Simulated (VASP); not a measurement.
A run of VASP 6.6.1 is set up as follows.

POSCAR

```
Sn8Te7
1.0
    0.0000000000      7.2223000000      7.2223000000
    7.2223000000      0.0000000000      7.2223000000
    7.2223000000      7.2223000000      0.0000000000
Sn Te
8 7
Direct
    0.0000000000      0.0000000000      0.0000000000
    0.0000000000      0.0000000000      0.5000000000
    0.0000000000      0.5000000000      0.0000000000
    0.0000000000      0.5000000000      0.5000000000
    0.5000000000      0.0000000000      0.0000000000
    0.5000000000      0.0000000000      0.5000000000
    0.5000000000      0.5000000000      0.0000000000
    0.5000000000      0.5000000000      0.5000000000
    0.3750000000      0.3750000000      0.8750000000
    0.3750000000      0.8750000000      0.3750000000
    0.3750000000      0.8750000000      0.8750000000
    0.8750000000      0.3750000000      0.3750000000
    0.8750000000      0.3750000000      0.8750000000
    0.8750000000      0.8750000000      0.3750000000
    0.8750000000      0.8750000000      0.8750000000
```

INCAR.step1

```
SYSTEM = Sn8Te7
PREC = Accurate
ENCUT = 500
ISMEAR = -1
SIGMA = 0.05
LREAL = .False.
LASPH = .True.
NELM = 120
NELECT = 152.0
GGA = PE
ALGO = Normal
EDIFF = 1E-5
LWAVE = .True.
LCHARG = .False.
GGA_COMPAT = .False.
IBRION = 2
EDIFFG = -0.01
NELMIN = 4
NSW = 100
KPAR = 2
NCORE = 2
```

INCAR.step2

```
SYSTEM = Sn8Te7
PREC = Accurate
ENCUT = 500
EDIFF = 1E-7
ISMEAR = -1
SIGMA = 0.05
LREAL = .False.
LASPH = .True.
NELM = 120
ALGO = Normal
ISIF = 2
LWAVE = .False.
LCHARG = .False.
METAGGA = R2SCAN
LMIXTAU = .True.
IBRION = 2
NSW = 45
EDIFFG = -0.05
NELECT = 152.0
ISTART = 1
GGA_COMPAT = .False.
NELMIN = 4
KPAR = 2
NCORE = 2
```

File KPOINTS:

```
regular mesh
0
Gamma
  2 2 2
  0 0 0
```

Potentials or basis: VASP PAW PBE potentials, release 64 (Sn_d, Te).

Run with:

```console
$ cat potpaw_PBE.64/Sn_d/POTCAR potpaw_PBE.64/Te/POTCAR > POTCAR
$ cp INCAR.step1 INCAR
$ mpirun -np 4 vasp_std > vasp.out
$ cp INCAR.step2 INCAR
$ mpirun -np 4 vasp_std > vasp.out
```

(1) What does it give for the energy gained by relaxing?

Answers

(1) 56.3 meV/atom.

Caveat: the cell carries a net charge on a neutralising background, which shifts energy and pressure.
